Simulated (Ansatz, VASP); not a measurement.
C in VASP and in Ansatz

```
CELL_PARAMETERS angstrom
0.00000 1.79429 1.79429
1.79429 0.00000 1.79429
1.79429 1.79429 0.00000
ATOMIC_POSITIONS crystal
C 0.50000 0.50000 0.50000
C 0.75000 0.75000 0.75000
```

Alike in both runs: functional RPBE; k mesh 10 × 10 × 10; no spin polarisation.

Ansatz relaxed the structure, and its values are those at the end. VASP's run is a single point on that final structure, the one shown.

```csv
,VASP,Ansatz
version,VASP 6.6.1,Ansatz 0.2.0
potentials or method,"VASP PAW PBE potentials, release 64 (C)","plane waves, PAW"
plane-wave cutoff (eV),600,420
occupations,"gaussian, width 0.01 eV",fixed
valence electrons in the cell,8,8
```

|  | VASP | Ansatz | Ansatz less VASP |
| --- | --- | --- | --- |
| pressure (GPa) | -0.2 | 0.0 | +0.22 |

VASP's potentials were made for PBE, not for RPBE. Ansatz's warnings: stress scf threshold loose.
